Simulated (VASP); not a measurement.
# MgO in VASP: single point with PBEsol

Aim: the single point of MgO with PBEsol.

All numbers are computed with VASP 6.6.1; they aren't measurements. Logs are shortened: lines on timing, memory, paths and dates and some standing lists are left out, and cuts for length are marked.

## (1) The cell of the first run

The cell holds a wire or tube with vacuum around it, 18 atoms: a = 14.000 Å, b = 15.000 Å, c = 3.967 Å, α = 90.00°, β = 90.00°, γ = 90.00°.

## (2) Single point, PBEsol, collinear spin, ferromagnetic start

The input, INCAR:

```
ALGO = Normal ; EDIFF = 1E-7
ENCUT = 520 ; GGA = PS
ISIF = 2 ; ISMEAR = 0
ISPIN = 2 ; LASPH = T
LCHARG = F ; LORBIT = 11
LREAL = Auto ; LWAVE = F
MAGMOM = 0.3 0.3 0.3 0.3 0.3 0.3 0.3 0.3 0.3 0.3 0.3 0.3 0.3 0.3 0.3 0.3 0.3 0.3 ; NBANDS = 55
NELM = 150 ; PREC = Accurate
SIGMA = 0.05
```

The input, KPOINTS:

```
k-points
0
Gamma
  1 1 7
```

The input, POSCAR:

```
MgO
1.0
   14.0000000000      0.0000000000      0.0000000000
    0.0000000000     15.0000000000      0.0000000000
    0.0000000000      0.0000000000      3.9665528750
Mg O
9 9
Direct
    0.5466634258      0.3501106530     -0.0477025711
    0.2950160017      0.4856492053     -0.0477012514
    0.4934486903      0.5353105529     -0.0476903604
    0.4402292242      0.7205131476     -0.0477012323
    0.6918745371      0.5849781276     -0.0477025650
    0.4180365174      0.4133448028      0.4522999470
    0.3627601770      0.6056972219      0.4522989181
    0.6241393581      0.4649240481      0.4522998046
    0.5688565512      0.6572794454      0.4522999492
    0.5483403455      0.3442765707      0.4522951741
    0.2887602423      0.4840752809      0.4522979100
    0.4934469242      0.5353132112      0.4523084315
    0.4385506006      0.7263521692      0.4522979333
    0.6981303324      0.5865525548      0.4522951680
    0.4167305625      0.4112309947      0.9523010569
    0.3604784048      0.6069283602      0.9523011625
    0.6264167394      0.4636967132      0.9523014619
    0.5701633265      0.6593959264      0.9523010631
```

Potentials or basis: VASP PAW PBE potentials, release 64 (Mg, O).

On the command line:

```sh
cat potpaw_PBE.64/Mg/POTCAR potpaw_PBE.64/O/POTCAR > POTCAR
mpirun -np 1 vasp_std > vasp.out
```

OUTCAR:

```text
EDIFF = 1E-7
   ENCUT = 520
   GGA = PS
   ISIF = 2
   ISMEAR = 0
   ISPIN = 2
   LASPH = T
   LORBIT = 11
   LREAL = Auto
   NELM = 150
   PREC = Accurate

 ion  position               nearest neighbor table
   1  0.547  0.350  0.952-  10 1.99  10 1.99  15 2.04  17 2.04   8 2.84   6 2.84   8 2.84   6 2.84
                             3 2.88
   2  0.295  0.486  0.952-  11 1.99  11 1.99  16 2.04  15 2.04   7 2.84   7 2.84   6 2.84   6 2.84
                             3 2.88
   3  0.493  0.535  0.952-  12 1.98  12 1.98  15 2.15  18 2.15  17 2.15  16 2.15   5 2.88   1 2.88
                             2 2.88   4 2.88   6 2.90   9 2.90   6 2.90   9 2.90   7 2.90   8 2.90
   4  0.440  0.721  0.952-  13 1.99  13 1.99  16 2.04  18 2.04   7 2.84   7 2.84   9 2.84   9 2.84
                             3 2.88
   5  0.692  0.585  0.952-  14 1.99  14 1.99  17 2.04  18 2.04   8 2.84   8 2.84   9 2.84   9 2.84
                             3 2.88
   6  0.418  0.413  0.452-  15 1.98  15 1.98  10 2.10  11 2.10  12 2.11   1 2.84   1 2.84   2 2.84
                             2 2.84   3 2.90   3 2.90   7 2.99   8 2.99
   7  0.363  0.606  0.452-  16 1.98  16 1.98  13 2.10  11 2.10  12 2.11   2 2.84   2 2.84   4 2.84
                             4 2.84   3 2.90   3 2.90   6 2.99   9 2.99
   8  0.624  0.465  0.452-  17 1.98  17 1.98  10 2.10  14 2.10  12 2.11   5 2.84   5 2.84   1 2.84
                             1 2.84   3 2.90   3 2.90   9 2.99   6 2.99
   9  0.569  0.657  0.452-  18 1.98  18 1.98  14 2.10  13 2.10  12 2.11   5 2.84   5 2.84   4 2.84
                             4 2.84   3 2.90   3 2.90   7 2.99   8 2.99
  10  0.548  0.344  0.452-   1 1.99   1 1.99   8 2.10   6 2.10
  11  0.289  0.484  0.452-   2 1.99   2 1.99   6 2.10   7 2.10
  12  0.493  0.535  0.452-   3 1.98   3 1.98   9 2.11   6 2.11   7 2.11   8 2.11
  13  0.439  0.726  0.452-   4 1.99   4 1.99   7 2.10   9 2.10
  14  0.698  0.587  0.452-   5 1.99   5 1.99   9 2.10   8 2.10
  15  0.417  0.411  0.952-   6 1.98   6 1.98   1 2.04   2 2.04   3 2.15
  16  0.360  0.607  0.952-   7 1.98   7 1.98   2 2.04   4 2.04   3 2.15
  17  0.626  0.464  0.952-   8 1.98   8 1.98   5 2.04   1 2.04   3 2.15
  18  0.570  0.659  0.952-   9 1.98   9 1.98   4 2.04   5 2.04   3 2.15

  LATTYP: Found a simple orthorhombic cell.
 ALAT       =     3.9665528750
 B/A-ratio  =     3.5295130158
 C/A-ratio  =     3.7816210883

  Lattice vectors:

 A1 = (   0.0000000000,   0.0000000000,   3.9665528750)
 A2 = (  14.0000000000,   0.0000000000,   0.0000000000)
 A3 = (   0.0000000000,  15.0000000000,   0.0000000000)

Analysis of symmetry for initial positions (statically):
=====================================================================
 Subroutine PRICEL returns:
 Original cell was already a primitive cell.

 Routine SETGRP: Setting up the symmetry group for a
 simple orthorhombic supercell.

 Subroutine GETGRP returns: Found  2 space group operations
 (whereof  1 operations were pure point group operations)
 out of a pool of  8 trial point group operations.

The static configuration has the point symmetry C_1 .
 The point group associated with its full space group is C_2 .

Analysis of symmetry for dynamics (positions and initial velocities):
=====================================================================
 Subroutine PRICEL returns:
 Original cell was already a primitive cell.

 Routine SETGRP: Setting up the symmetry group for a
 simple orthorhombic supercell.

 Subroutine GETGRP returns: Found  2 space group operations
 (whereof  1 operations were pure point group operations)
 out of a pool of  8 trial point group operations.

The dynamic configuration has the point symmetry C_1 .
 The point group associated with its full space group is C_2 .

Analysis of structural, dynamic, and magnetic symmetry:
=====================================================================
 Subroutine PRICEL returns:
 Original cell was already a primitive cell.

 Routine SETGRP: Setting up the symmetry group for a
 simple orthorhombic supercell.

 Subroutine GETGRP returns: Found  2 space group operations
 (whereof  1 operations were pure point group operations)
 out of a pool of  8 trial point group operations.

The overall configuration has the point symmetry C_1 .
 The point group associated with its full space group is C_2 .

 Subroutine INISYM returns: Found  2 space group operations
 (whereof  1 operations are pure point group operations),
 and found     1 'primitive' translations

----------------------------------------------------------------------------------------

                                     Primitive cell

  volume of cell :     832.9761

[... 95 lines left out ...]
   LSORBIT =      F    spin-orbit coupling
   LASPH  =      T    aspherical Exc in radial PAW
   ENCUT  =  520.0 eV  38.22 Ry    6.18 a.u.  26.03 27.89  7.38*2*pi/ulx,y,z
   NELM   =    150;   NELMIN=  2; NELMDL= -5     # of ELM steps
   EDIFF  = 0.1E-06   stopping-criterion for ELM
   LREAL  =      T    real-space projection
   EDIFFG = 0.1E-05   stopping-criterion for IOM
   NSW    =      0    number of steps for IOM
   IBRION =     -1    ionic relax: 0-MD 1-quasi-New 2-CG
   NFREE  =      0    steps in history (QN), initial steepest desc. (CG)
   ISIF   =      2    stress and relaxation
   ISYM   =      2    0-nonsym 1-usesym 2-fastsym
   POTIM  = 0.5000    time-step for ionic-motion
   TEBEG  =    0.0;   TEEND  =   0.0 temperature during run
   PSTRESS=    0.0 pullay stress
   NELECT =      72.0000    total number of electrons
   NUPDOWN=      -1.0000    fix difference up-down
   EMIN   =  10.00;   EMAX   =-10.00  energy-range for DOS
   EFERMI =   0.00;   METHOD = LEGACY
   ISMEAR =     0;   SIGMA  =   0.05  broadening in eV -4-tet -1-fermi 0-gaus
   EFERMI_NEDOS =   21; number of points for ismear=-14 and -15
   IALGO  =     38    algorithm
   IMIX   =      4    mixing-type and parameters
     AMIX     =   0.40;   BMIX     =  1.00
     AMIX_MAG =   1.60;   BMIX_MAG =  1.00
  volume/ion in A,a.u.               =      46.28       312.29
  Fermi-wavevector in a.u.,A,eV,Ry     =   0.723838  1.367856  7.128660  0.523942
  Thomas-Fermi vector in A             =   1.814156
   LORBIT       =     11    0 simple, 1 ext, 2 COOP (PROOUT), +10 PAW based schemes
   GGA     = PS    functional components
   LHFCALC =     F    Hartree Fock is set to
   AEXX    =    0.0000 exact exchange contribution
   IVDW    =     0    specifies the selected vdW correction
   LEPSILON=     F    determine dielectric tensor
   LRPA    =     F    only Hartree local field effects (RPA)
 spin polarized calculation
 Gauss-broadening in eV      SIGMA  =   0.05
  energy-cutoff  :      520.00
  volume of cell :      832.98
 maximum number of plane-waves:     22447
 NGX is ok and might be reduce to   108
   NGX = 53   NGY = 55   NGZ = 15

 number of electron      71.9999984 magnetization       0.0003506

 number of electron      71.9999984 magnetization      -0.0000021

 Free energy of the ion-electron system (eV)
  ---------------------------------------------------
  ext. energy  EPLUGINS =         0.00000000
  ---------------------------------------------------
  free energy    TOTEN  =      -105.30079969 eV

  energy without entropy =     -105.30079969  energy(sigma->0) =     -105.30079969

 E-fermi :  -3.3504     XC(G=0):  -3.2052

 val. band max:       -3.6218138828   @ k =   0.0000   0.0000   0.0000
 cond. band min:      -0.1461367480   @ k =   0.0000   0.0000   0.0000
 fundamental gap:      3.4756771348
 Fermi energy:        -3.3504142366

 spin component 1

 k-point     1 :       0.0000    0.0000    0.0000
  band No.  band energies     occupation
      1     -20.4062      1.00000
      2     -19.7084      1.00000
      3     -19.7081      1.00000
      4     -19.3704      1.00000
      5     -19.3341      1.00000
      6     -18.7953      1.00000
[... 193 lines left out ...]
     47       3.7071      0.00000
     48       3.8436      0.00000
 Fermi energy:        -3.3504142366

 spin component 2

 k-point     1 :       0.0000    0.0000    0.0000
  band No.  band energies     occupation
      1     -20.4062      1.00000
      2     -19.7084      1.00000
      3     -19.7081      1.00000
      4     -19.3704      1.00000
      5     -19.3341      1.00000
      6     -18.7953      1.00000
[... 193 lines left out ...]
     47       3.6969      0.00000
     48       3.8433      0.00000
 [bands above 48 left out]

------------------------ aborting loop because EDIFF is reached ----------------------------------------

  FORCE on cell =-STRESS in cart. coord.  units (eV):
  Direction    XX          YY          ZZ          XY          YZ          ZX
  --------------------------------------------------------------------------------------
  -------------------------------------------------------------------------------------
  Total       -0.3017619     -0.3203412     -0.4741843     -0.0024502      0.0000000      0.0000000
  in kB       -0.5804202     -0.6161562     -0.9120638     -0.0047128      0.0000000      0.0000000
  external PRESSURE =      -0.7028801 kB  Pullay stress =       0.0000000 kB

 VOLUME and BASIS-vectors are now :
 -----------------------------------------------------------------------------
  energy-cutoff  :      520.00
  volume of cell :      832.98
      direct lattice vectors                 reciprocal lattice vectors
    14.000000000  0.000000000  0.000000000     0.071428571  0.000000000  0.000000000
     0.000000000 15.000000000  0.000000000     0.000000000  0.066666667  0.000000000
     0.000000000  0.000000000  3.966552875     0.000000000  0.000000000  0.252108073

 POSITION                                       TOTAL-FORCE (eV/Angst)
 -----------------------------------------------------------------------------------
      7.65329      5.25166      3.77734        -0.005374      0.020989     -0.000019
      4.13022      7.28474      3.77734         0.020235      0.005695     -0.000068
      6.90828      8.02966      3.77739         0.000000      0.000000     -0.001539
      6.16321     10.80770      3.77734         0.005374     -0.020989     -0.000019
      9.68624      8.77467      3.77734        -0.020235     -0.005695     -0.000068
      5.85251      6.20017      1.79407         0.010640      0.018409     -0.000050
[... 10 lines left out ...]
      8.76983      6.95545      3.77735         0.007709     -0.004599      0.001080
      7.98229      9.89094      3.77735         0.004282      0.007198     -0.000224
 -----------------------------------------------------------------------------------
    total drift:                               -0.202227      0.048549      0.030625

  FREE ENERGIE OF THE ION-ELECTRON SYSTEM (eV)
  ---------------------------------------------------
  free  energy   TOTEN  =      -105.3007996873 eV

  energy  without entropy=     -105.3007996873  energy(sigma->0) =     -105.30079969

 total charge

# of ion       s       p       d       tot
------------------------------------------
    1        0.159   0.175   0.075   0.410
    2        0.159   0.175   0.075   0.410
    3        0.163   0.202   0.090   0.455
    4        0.159   0.175   0.075   0.410
    5        0.159   0.175   0.075   0.410
    6        0.160   0.188   0.083   0.431
[... 10 lines left out ...]
   17        1.541   3.542   0.000   5.083
   18        1.541   3.543   0.000   5.083
--------------------------------------------------
tot         15.300  33.334   0.721  49.354

 magnetization (x)

# of ion       s       p       d       tot
------------------------------------------
    1        0.000   0.000   0.000   0.000
    2       -0.000  -0.000  -0.000  -0.000
    3        0.000   0.000   0.000   0.000
    4        0.000   0.000   0.000   0.000
    5       -0.000  -0.000  -0.000  -0.000
    6       -0.000   0.000   0.000   0.000
[... 10 lines left out ...]
   17        0.000   0.000   0.000   0.000
   18       -0.000  -0.000   0.000  -0.000
--------------------------------------------------
tot         -0.000   0.000   0.000   0.000
```

Run time: 31 min. Hardware: 1 thread of Intel Xeon 8259CL, shared host; peak memory 1.1 GiB.

What came out:

| Item | Value |
| --- | --- |
| Free energy | -105.3008 eV |
| Largest force | 0.022 eV/Å |
| Band gap on the k mesh | 3.48 eV |
| Net moment | 0.00 μB per cell |
| Valence electrons inside the program's atomic spheres | Mg 0.41, 0.46, 0.43 (each value once); O 5.02, 5.11, 5.08 (each value once) |

Forces in eV/Å, atoms in the order of the input:
```
Mg  -0.005  0.021  0.000
Mg   0.020  0.006  0.000
Mg   0.000  0.000 -0.002
Mg   0.005 -0.021  0.000
Mg  -0.020 -0.006  0.000
Mg   0.011  0.018  0.000
Mg   0.018 -0.010  0.000
Mg  -0.018  0.010  0.000
Mg  -0.011 -0.018  0.000
O    0.003 -0.014 -0.001
O   -0.013 -0.003 -0.001
O    0.000  0.000  0.003
O   -0.003  0.014 -0.001
O    0.013  0.003 -0.001
O   -0.004 -0.007  0.000
O   -0.008  0.005  0.001
O    0.008 -0.005  0.001
O    0.004  0.007  0.000
```

Caveat: the PAW data sets were made with another functional, which shifts forces and pressure a little.
